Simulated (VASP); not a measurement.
**WC (Qusongite): relaxation of the atoms with PBE**

The system is WC (Qusongite).

```xyz
2
Lattice="2.9065 0.0145 0.0000 -1.4407 2.5098 0.0000 0.0000 0.0000 2.8366" Properties=species:S:1:pos:R:3 pbc="T T T"
W     0.0000    0.0000    0.0000
C     1.4574    0.8463    1.4183
```

```json
{
  "Program": "VASP 6.6.1",
  "Task": "relaxation of the atoms",
  "Functional": "PBE",
  "Potentials or basis": "VASP PAW PBE potentials, release 64 (W_sv, C)",
  "Cutoff": "520 eV",
  "k mesh": "10 × 10 × 9",
  "Occupations": "fermi-dirac, width 0.05 eV",
  "Spin": "no spin polarisation",
  "Dipole correction": "no",
  "Further INCAR settings": "ALGO = Normal; EDIFF = 1e-07; IBRION = 2; EDIFFG = -0.01; NSW = 80"
}
```

```yaml
Energy_gained_by_relaxing: 0.0 meV/atom
Ionic_steps: 3
Pressure_after_relaxing: 6.8 GPa
Band_gap_on_the_k_mesh: zero (band 9 reaches 11.73 eV, above the bottom of band 10 at 10.63 eV)
```

Stress tensor (GPa, compression positive):
```
 6.91 -2.55  0.00
-2.55  6.99  0.00
 0.00  0.00  6.37
```

Final structure:
```cif
data_structure
_symmetry_space_group_name_H-M 'P 1'
_symmetry_Int_Tables_number 1
_cell_length_a 2.9065
_cell_length_b 2.8939
_cell_length_c 2.8366
_cell_angle_alpha 90.000
_cell_angle_beta 90.000
_cell_angle_gamma 119.570
_cell_volume 20.75
loop_
_atom_site_label
_atom_site_type_symbol
_atom_site_fract_x
_atom_site_fract_y
_atom_site_fract_z
_atom_site_occupancy
W1 W 0.00059 0.99998 0.00000 1
C1 C 0.66608 0.33335 0.50000 1
```

Levels at points of the mesh, in eV from the Fermi level:
```
           k point  band 7  band 8  band 9  band 10  band 11  band 12
(0.00, 0.00, 0.00)   -3.41   -3.25    0.08     3.21     3.26     5.55
(0.50, 0.00, 0.00)   -3.63   -3.59   -0.42     2.39     4.52     4.88
(0.00, 0.50, 0.00)   -3.62   -3.57   -0.47     2.35     4.50     4.92
(0.50, 0.50, 0.00)   -3.61   -3.55   -0.53     2.30     4.54     4.91
```

Run time: 9.7 min on 1 × NVIDIA H100 80GB with 1 thread of AMD EPYC 7R13 Processor (Zen 3), on a shared host, peak memory 1.2 GiB.

Caveat: spin-orbit coupling is left out, which moves the levels of the heavy elements.
